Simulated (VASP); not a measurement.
# AlNi (P4/mmm) in VASP: further runs

Runs on AlNi. Level: PBEsol. Tasks: single point.

Program: VASP 6.6.1. These are calculated values, not measurements. Logs are shortened: lines on timing, memory, paths and dates and some standing lists are left out, and cuts for length are marked.

### 1 The cell of the first run

The structure is tetragonal, space group P4/mmm (No. 123). Conventional cell: a = 2.651 Å, b = 2.651 Å, c = 2.766 Å, α = 90.00°, β = 90.00°, γ = 90.00°. Al (site symmetry 4/mmm) has 8 Ni at 2.33 Å and 6 Al at 2.65 to 2.77 Å within 3.1 Å. Ni (site symmetry 4/mmm) has 8 Al at 2.33 Å and 6 Ni at 2.65 to 2.77 Å within 3.1 Å.

### 2 Single point, PBEsol (strain -0.080 along x and y, -0.040 along z)

Input file INCAR:

```
  PREC = Accurate
  ENCUT = 520
  EDIFF = 1E-7
  ISMEAR = 0
  SIGMA = 0.15
  LREAL = F
  LASPH = T
  NELM = 100
  ALGO = Fast
  ISIF = 2
  LWAVE = F
  LCHARG = F
  GGA = PS
  NBANDS = 14
```

Input file KPOINTS:

```
regular mesh
0
Gamma
  16 16 16
```

Input file POSCAR:

```
AlNi
1.0
    2.6505200000      0.0000000000      0.0000000000
    0.0000000000      2.6505200000      0.0000000000
    0.0000000000      0.0000000000      2.7657600000
Al Ni
1 1
Direct
    0.0000000000      0.0000000000      0.0000000000
    0.5000000000      0.5000000000      0.5000000000
```

Potentials or basis: VASP PAW PBE potentials, release 64 (Al, Ni).

Run with:

```console
$ cat potpaw_PBE.64/Al/POTCAR potpaw_PBE.64/Ni/POTCAR > POTCAR
$ mpirun -np 1 vasp_std > vasp.out
```

OUTCAR:

```text
PREC = Accurate
   ENCUT = 520
   EDIFF = 1E-7
   ISMEAR = 0
   LREAL = F
   LASPH = T
   NELM = 100
   ISIF = 2
   GGA = PS

 ion  position               nearest neighbor table
   1  0.000  0.000  0.000-   2 2.33   2 2.33   2 2.33   2 2.33   2 2.33   2 2.33   2 2.33   2 2.33

   2  0.500  0.500  0.500-   1 2.33   1 2.33   1 2.33   1 2.33   1 2.33   1 2.33   1 2.33   1 2.33

  LATTYP: Found a simple tetragonal cell.
 ALAT       =     2.6505200000
 C/A-ratio  =     1.0434782609

  Lattice vectors:

 A1 = (   2.6505200000,   0.0000000000,   0.0000000000)
 A2 = (   0.0000000000,   2.6505200000,   0.0000000000)
 A3 = (   0.0000000000,   0.0000000000,   2.7657600000)

Analysis of symmetry for initial positions (statically):
=====================================================================
 Subroutine PRICEL returns:
 Original cell was already a primitive cell.

 Routine SETGRP: Setting up the symmetry group for a
 simple tetragonal supercell.

 Subroutine GETGRP returns: Found 16 space group operations
 (whereof 16 operations were pure point group operations)
 out of a pool of 16 trial point group operations.

The static configuration has the point symmetry D_4h.

Analysis of symmetry for dynamics (positions and initial velocities):
=====================================================================
 Subroutine PRICEL returns:
 Original cell was already a primitive cell.

 Routine SETGRP: Setting up the symmetry group for a
 simple tetragonal supercell.

 Subroutine GETGRP returns: Found 16 space group operations
 (whereof 16 operations were pure point group operations)
 out of a pool of 16 trial point group operations.

The dynamic configuration has the point symmetry D_4h.

 Subroutine INISYM returns: Found 16 space group operations
 (whereof 16 operations are pure point group operations),
 and found     1 'primitive' translations

----------------------------------------------------------------------------------------

                                     Primitive cell

  volume of cell :      19.4302

  direct lattice vectors                    reciprocal lattice vectors
     2.650520000  0.000000000  0.000000000     0.377284457  0.000000000  0.000000000
     0.000000000  2.650520000  0.000000000     0.000000000  0.377284457  0.000000000
     0.000000000  0.000000000  2.765760000     0.000000000  0.000000000  0.361564272

  length of vectors
     2.650520000  2.650520000  2.765760000     0.377284457  0.377284457  0.361564272

  position of ions in fractional coordinates (direct lattice)
     0.000000000  0.000000000  0.000000000
     0.500000000  0.500000000  0.500000000

  ion indices of the primitive-cell ions
   primitive index   ion index
                 1           1
                 2           2

----------------------------------------------------------------------------------------

 KPOINTS: regular mesh

Automatic generation of k-mesh.
 Grid dimensions read from file:
 generate k-points for:   16   16   16

 Generating k-lattice:

  Cartesian coordinates                     Fractional coordinates (reciprocal lattice)
     0.023580279  0.000000000  0.000000000     0.062500000  0.000000000  0.000000000
     0.000000000  0.023580279  0.000000000     0.000000000  0.062500000  0.000000000
     0.000000000  0.000000000  0.022597767     0.000000000  0.000000000  0.062500000

  Length of vectors
     0.023580279  0.023580279  0.022597767

  Shift w.r.t. Gamma in fractional coordinates (k-lattice)
     0.000000000  0.000000000  0.000000000

 Subroutine IBZKPT returns following result:
 ===========================================

 Found    405 irreducible k-points:

 Following reciprocal coordinates:
            Coordinates               Weight
  0.000000  0.000000  0.000000      1.000000
  0.062500  0.000000  0.000000      4.000000
  0.125000  0.000000  0.000000      4.000000
  0.187500  0.000000  0.000000      4.000000
  0.250000  0.000000  0.000000      4.000000
  0.312500  0.000000  0.000000      4.000000
[... 16 lines left out ...]
  0.437500  0.125000  0.000000      8.000000
  0.500000  0.125000  0.000000      4.000000
 [... further k-points ...]
   k-points           NKPTS =    405   k-points in BZ     NKDIM =    405   number of bands    NBANDS=     14
   number of dos      NEDOS =    301   number of ions     NIONS =      2
   total plane-waves  NPLWV =   9600
   dimension x,y,z NGX =    20 NGY =   20 NGZ =   24
   dimension x,y,z NGXF=    40 NGYF=   40 NGZF=   48
   ions per type =               1   1
   NGX,Y,Z   is equivalent  to a cutoff of  12.54, 12.54, 14.43 a.u.
   NGXF,Y,Z  is equivalent  to a cutoff of  25.09, 25.09, 28.85 a.u.
 SYSTEM =  unknown system
   PREC   = accura    normal or accurate (medium, high low for compatibility)
   ISTART =      0    job   : 0-new  1-cont  2-samecut
   ICHARG =      2    charge: 1-file 2-atom 10-const
   ISPIN  =      1    spin polarized calculation?
   LNONCOLLINEAR =      F non collinear calculations
   LSORBIT =      F    spin-orbit coupling
   LASPH  =      T    aspherical Exc in radial PAW
   ENCUT  =  520.0 eV  38.22 Ry    6.18 a.u.   4.93  4.93  5.14*2*pi/ulx,y,z
   NELM   =    100;   NELMIN=  2; NELMDL= -5     # of ELM steps
   EDIFF  = 0.1E-06   stopping-criterion for ELM
   LREAL  =      F    real-space projection
   EDIFFG = 0.1E-05   stopping-criterion for IOM
   NSW    =      0    number of steps for IOM
   IBRION =     -1    ionic relax: 0-MD 1-quasi-New 2-CG
   NFREE  =      0    steps in history (QN), initial steepest desc. (CG)
   ISIF   =      2    stress and relaxation
   ISYM   =      2    0-nonsym 1-usesym 2-fastsym
   POTIM  = 0.5000    time-step for ionic-motion
   TEBEG  =    0.0;   TEEND  =   0.0 temperature during run
   PSTRESS=    0.0 pullay stress
   NELECT =      13.0000    total number of electrons
   NUPDOWN=      -1.0000    fix difference up-down
   EMIN   =  10.00;   EMAX   =-10.00  energy-range for DOS
   EFERMI =   0.00;   METHOD = LEGACY
   ISMEAR =     0;   SIGMA  =   0.15  broadening in eV -4-tet -1-fermi 0-gaus
   EFERMI_NEDOS =   21; number of points for ismear=-14 and -15
   IALGO  =     68    algorithm
   IMIX   =      4    mixing-type and parameters
     AMIX     =   0.40;   BMIX     =  1.00
     AMIX_MAG =   1.60;   BMIX_MAG =  1.00
  volume/ion in A,a.u.               =       9.72        65.56
  Fermi-wavevector in a.u.,A,eV,Ry     =   1.431848  2.705801 27.894529  2.050190
  Thomas-Fermi vector in A             =   2.551540
   LORBIT       =      0    0 simple, 1 ext, 2 COOP (PROOUT), +10 PAW based schemes
   GGA     = PS    functional components
   LHFCALC =     F    Hartree Fock is set to
   AEXX    =    0.0000 exact exchange contribution
   IVDW    =     0    specifies the selected vdW correction
   LEPSILON=     F    determine dielectric tensor
   LRPA    =     F    only Hartree local field effects (RPA)
 non-spin polarized calculation
 RMM-DIIS sequential band-by-band and
 Gauss-broadening in eV      SIGMA  =   0.15
  energy-cutoff  :      520.00
  volume of cell :       19.43
 maximum number of plane-waves:       540
 NGX is ok and might be reduce to    20
   NGX =  9   NGY =  9   NGZ = 11

 number of electron      12.9999985 magnetization

 Free energy of the ion-electron system (eV)
  ---------------------------------------------------
  ext. energy  EPLUGINS =         0.00000000
  ---------------------------------------------------
  free energy    TOTEN  =       -11.05882332 eV

  energy without entropy =      -11.05025083  energy(sigma->0) =      -11.05453708

 E-fermi :  12.9124     XC(G=0): -13.2150

 val. band max:       12.9073857967   @ k =   0.3750   0.2500   0.0625
 cond. band min:      12.9193344799   @ k =   0.5000   0.3750   0.3750
 fundamental gap:      0.0119486831
 Fermi energy:        12.9123867410

 k-point     1 :       0.0000    0.0000    0.0000
  band No.  band energies     occupation
      1       0.1675      2.00000
      2       8.4843      2.00000
      3       8.5470      2.00000
      4      10.8341      2.00000
      5      10.8341      2.00000
      6      10.9882      2.00000
      7      18.2248      0.00000
      8      19.9724      0.00000
      9      19.9724      0.00000
     10      21.5224      0.00000
     11      21.9288      0.00000
     12      30.8030      0.00000
     13      36.0191      0.00000
     14      36.0193      0.00000

 k-point     2 :       0.0625    0.0000    0.0000
  band No.  band energies     occupation
      1       0.2533      2.00000
      2       8.5043      2.00000
      3       8.5566      2.00000
      4      10.7834      2.00000
      5      10.8394      2.00000
      6      10.9471      2.00000
      7      18.3438      0.00000
      8      18.8940      0.00000
      9      20.0816      0.00000
     10      21.5823      0.00000
     11      22.8579      0.00000
     12      31.0821      0.00000
     13      34.9263      0.00000
     14      36.0738      0.00000

 k-point     3 :       0.1250    0.0000    0.0000
  band No.  band energies     occupation
      1       0.5094      2.00000
      2       8.5297      2.00000
      3       8.6027      2.00000
      4      10.6447      2.00000
      5      10.8331      2.00000
      6      10.8544      2.00000
      7      17.2551      0.00000
      8      18.6878      0.00000
      9      20.3998      0.00000
     10      21.5698      0.00000
     11      24.2377      0.00000
     12      31.9276      0.00000
     13      33.2373      0.00000
     14      34.5336      0.00000

 k-point     4 :       0.1875    0.0000    0.0000
  band No.  band energies     occupation
      1       0.9315      2.00000
      2       8.4852      2.00000
      3       8.7063      2.00000
      4      10.4507      2.00000
      5      10.6706      2.00000
      6      10.8770      2.00000
      7      15.6742      0.00000
      8      19.2248      0.00000
      9      20.9034      0.00000
     10      21.5369      0.00000
     11      25.4396      0.00000
     12      31.5385      0.00000
     13      32.8943      0.00000
     14      33.2933      0.00000

 k-point     5 :       0.2500    0.0000    0.0000
  band No.  band energies     occupation
      1       1.5123      2.00000
      2       8.3011      2.00000
      3       8.8382      2.00000
      4      10.2389      2.00000
      5      10.4897      2.00000
      6      10.9038      2.00000
      7      14.3104      0.00000
      8      19.9173      0.00000
      9      21.4913      0.00000
     10      21.5623      0.00000
     11      26.4499      0.00000
[... 276 lines left out ...]
 k-point    22 :       0.3750    0.1250    0.0000
  band No.  band energies     occupation
      1       3.4036      2.00000
      2       7.3154      2.00000
      3       9.1597      2.00000
      4       9.9162      2.00000
      5      10.0763      2.00000
      6      10.7857      2.00000
      7      12.7423      1.89113
      8      19.8644      0.00000
      9      22.0797      0.00000
     10      22.7282      0.00000
     11      26.6183      0.00000
     12      27.2367      0.00000
     13      29.8618      0.00000
     14      31.5830      0.00000

 k-point    23 :       0.4375    0.1250    0.0000
  band No.  band energies     occupation
      1       4.3525      2.00000
      2       6.3982      2.00000
      3       9.2638      2.00000
      4       9.8172      2.00000
      5      10.0113      2.00000
      6      10.8024      2.00000
      7      12.3794      2.00000
      8      20.4344      0.00000
      9      22.4473      0.00000
     10      22.9942      0.00000
     11      26.0335      0.00000
     12      26.1501      0.00000
     13      29.8269      0.00000
     14      31.7499      0.00000

 k-point    24 :       0.5000    0.1250    0.0000
  band No.  band energies     occupation
      1       5.2692      2.00000
      2       5.4801      2.00000
      3       9.3042      2.00000
      4       9.7832      2.00000
      5       9.9845      2.00000
      6      10.8083      2.00000
      7      12.2725      2.00000
      8      20.7180      0.00000
      9      22.2535      0.00000
     10      23.5375      0.00000
     11      25.3948      0.00000
     12      26.0106      0.00000
     13      29.7039      0.00000
     14      32.0338      0.00000

 [... further k-points ...]

------------------------ aborting loop because EDIFF is reached ----------------------------------------

  FORCE on cell =-STRESS in cart. coord.  units (eV):
  Direction    XX          YY          ZZ          XY          YZ          ZX
  --------------------------------------------------------------------------------------
  -------------------------------------------------------------------------------------
  Total        6.1826652      6.1826652      5.5073828      0.0000000     -0.0000000     -0.0000000
  in kB      509.8115246    509.8115246    454.1289439      0.0000000     -0.0000000     -0.0000000
  external PRESSURE =     491.2506644 kB  Pullay stress =       0.0000000 kB

 VOLUME and BASIS-vectors are now :
 -----------------------------------------------------------------------------
  energy-cutoff  :      520.00
  volume of cell :       19.43
      direct lattice vectors                 reciprocal lattice vectors
     2.650520000  0.000000000  0.000000000     0.377284457  0.000000000  0.000000000
     0.000000000  2.650520000  0.000000000     0.000000000  0.377284457  0.000000000
     0.000000000  0.000000000  2.765760000     0.000000000  0.000000000  0.361564272

 POSITION                                       TOTAL-FORCE (eV/Angst)
 -----------------------------------------------------------------------------------
      0.00000      0.00000      0.00000         0.000000      0.000000      0.000000
      1.32526      1.32526      1.38288         0.000000      0.000000      0.000000
 -----------------------------------------------------------------------------------
    total drift:                               -0.000000      0.000000      0.000000

  FREE ENERGIE OF THE ION-ELECTRON SYSTEM (eV)
  ---------------------------------------------------
  free  energy   TOTEN  =       -11.0588233161 eV

  energy  without entropy=      -11.0502508348  energy(sigma->0) =      -11.05453708
```

It took 2 min on 1 thread of Intel Xeon 8259CL, shared host; peak memory 0.23 GiB.

What came out:

| Quantity | Value |
| --- | --- |
| Free energy | -11.0588 eV |
| Pressure | 49.1 GPa |
| Band gap on the k mesh | zero (an odd number of electrons rules out a gap without spin polarisation) |

Stress tensor (GPa, compression positive):
```
50.98  0.00  0.00
 0.00 50.98  0.00
 0.00  0.00 45.41
```

Caveat: the cell differs from its parent crystal (strain -0.080 along x and y, -0.040 along z); the cell stands under pressure; the PAW data sets were made with another functional, which shifts forces and pressure a little. Spin polarisation is off, so any magnetic state and its effect on volume and gap are missing.

### 3 Single point, PBEsol (strain -0.080 along x and y, +0.000 along z)

Input file INCAR:

```
SYSTEM = AlNi
PREC     = Accurate       ! precision mode
ENCUT    = 520            ! plane-wave cutoff, eV
EDIFF    = 1E-7           ! SCF threshold, eV
ISMEAR   = 0              ! smearing method
SIGMA    = 0.15           ! smearing width, eV
LREAL    = .FALSE.        ! projectors in reciprocal space
LASPH    = .TRUE.         ! aspherical terms in the spheres
NELM     = 100            ! most SCF steps
ALGO     = Normal         ! electronic algorithm
ISIF     = 2              ! what is computed and relaxed
LWAVE    = .FALSE.        ! write WAVECAR
LCHARG   = .TRUE.         ! write CHGCAR
GGA      = PS             ! functional
LELF     = .TRUE.         ! ELF
LVHAR    = .TRUE.       
NBANDS   = 14             ! bands
```

Input file KPOINTS:

```
Automatic mesh
0
G
  16 16 16
  0 0 0
```

POSCAR, as its differences from that of step 2:

```diff
@@ -4,3 +4,3 @@
     0.0000000000      2.6505200000      0.0000000000
-    0.0000000000      0.0000000000      2.7657600000
+    0.0000000000      0.0000000000      2.8810000000
 Al Ni
```

Potentials or basis: VASP PAW PBE potentials, release 64 (Al, Ni).

Run with:

```console
$ cat potpaw_PBE.64/Al/POTCAR potpaw_PBE.64/Ni/POTCAR > POTCAR
$ mpirun -np 1 vasp_std > vasp.out
```

It took 92 s on 1 thread of Intel Xeon 8259CL, shared host; peak memory 0.23 GiB.

Results (log left out):

* Free energy: -11.2490 eV
* Pressure: 35.6 GPa
* Band gap on the k mesh: zero (an odd number of electrons rules out a gap without spin polarisation)

Stress tensor (GPa, compression positive):
```
38.16  0.00  0.00
 0.00 38.16  0.00
 0.00  0.00 30.43
```

Levels at points of the mesh, in eV from the Fermi level:
| k point | band 4 | band 5 | band 6 | band 7 | band 8 | band 9 | band 10 | band 11 |
| --- | --- | --- | --- | --- | --- | --- | --- | --- |
| (0.00, 0.00, 0.00) | -2.01 | -2.01 | -1.74 | 4.13 | 7.40 | 7.40 | 8.12 | 9.02 |
| (0.50, 0.00, 0.00) | -3.19 | -2.62 | -1.86 | -0.50 | 8.27 | 9.00 | 11.26 | 11.98 |
| (0.50, 0.50, 0.00) | -2.92 | -2.91 | -2.91 | -1.10 | 2.34 | 3.95 | 12.80 | 15.33 |
| (0.00, 0.00, 0.50) | -2.62 | -2.62 | -1.67 | -1.27 | 8.51 | 11.69 | 11.69 | 12.97 |
| (0.50, 0.00, 0.50) | -3.34 | -2.53 | -2.43 | -1.40 | 1.58 | 3.04 | 15.12 | 16.70 |
| (0.50, 0.50, 0.50) | -1.37 | -1.08 | 1.67 | 1.95 | 1.95 | 4.92 | 4.92 | 5.33 |

Caveat: the cell differs from its parent crystal (strain -0.080 along x and y, +0.000 along z); the cell stands under pressure; the PAW data sets were made with another functional, which shifts forces and pressure a little. Spin polarisation is off, so any magnetic state and its effect on volume and gap are missing.

### 4 Single point, PBEsol (strain -0.040 along x and y, -0.080 along z)

Input file INCAR:

```
ALGO = Normal
EDIFF = 1E-7
ENCUT = 520
GGA = PS
ISIF = 2
ISMEAR = 0
LASPH = T
LCHARG = F
LREAL = F
LWAVE = F
NBANDS = 14
NELM = 80
PREC = Accurate
SIGMA = 0.15
```

Input file KPOINTS:

```
k-points
0
Gamma
  16 16 16
```

Input file POSCAR:

```
AlNi
1.0
    2.7657600000      0.0000000000      0.0000000000
    0.0000000000      2.7657600000      0.0000000000
    0.0000000000      0.0000000000      2.6505200000
Al Ni
1 1
Direct
    0.0000000000      0.0000000000      0.0000000000
    0.5000000000      0.5000000000      0.5000000000
```

Run with:

```console
$ cat potpaw_PBE.64/Al/POTCAR potpaw_PBE.64/Ni/POTCAR > POTCAR
$ mpirun -np 1 vasp_std > vasp.out
```

Wall time 88 s (1 thread of Intel Xeon 8259CL, shared host); peak memory 0.23 GiB.

The run converged. Its results:

```yaml
Free_energy: -11.2769 eV
Pressure: 34.7 GPa
Band_gap_on_the_k_mesh: zero (an odd number of electrons rules out a gap without spin polarisation)
```

Stress tensor (GPa, compression positive):
```
32.62  0.00  0.00
 0.00 32.62  0.00
 0.00  0.00 38.93
```

Levels at points of the mesh, in eV from the Fermi level:
| k point | band 4 | band 5 | band 6 | band 7 | band 8 | band 9 | band 10 | band 11 |
| --- | --- | --- | --- | --- | --- | --- | --- | --- |
| (0.00, 0.00, 0.00) | -2.03 | -1.87 | -1.87 | 5.67 | 5.67 | 7.42 | 8.51 | 8.79 |
| (0.50, 0.00, 0.00) | -2.90 | -2.61 | -1.77 | -0.88 | 8.40 | 10.24 | 11.85 | 11.99 |
| (0.50, 0.50, 0.00) | -3.57 | -2.47 | -2.47 | -1.34 | 1.47 | 3.03 | 15.07 | 17.17 |
| (0.00, 0.00, 0.50) | -2.90 | -2.90 | -1.88 | -0.49 | 8.45 | 10.41 | 10.41 | 12.51 |
| (0.50, 0.00, 0.50) | -3.12 | -2.73 | -2.67 | -1.23 | 1.95 | 3.49 | 13.83 | 15.91 |
| (0.50, 0.50, 0.50) | -1.29 | -1.16 | 1.79 | 1.79 | 1.92 | 4.91 | 5.29 | 5.40 |

Caveat: the cell differs from its parent crystal (strain -0.040 along x and y, -0.080 along z); the cell stands under pressure; the PAW data sets were made with another functional, which shifts forces and pressure a little.

### 5 Overview

| cell | gap on the mesh (eV) | pressure (GPa) |
| --- | --- | --- |
| a = 2.651, b = 2.651, c = 2.766 Å, 2 atoms | none | 49.1 |
| a = 2.651, b = 2.651, c = 2.881 Å, 2 atoms | none | 35.6 |
| a = 2.766, b = 2.766, c = 2.651 Å, 2 atoms | none | 34.7 |

Alike in all rows: task single point; level PBEsol; potentials or basis VASP PAW PBE potentials, release 64 (Al, Ni); no spin polarisation; k mesh 16 × 16 × 16; cutoff (eV) 520; smearing gaussian 0.15 eV.

Caveats: the cell stands under pressure; the PAW data sets were made with another functional, which shifts forces and pressure a little.

Total energies depend on the potentials used, so only differences within one code and one set of settings carry meaning.
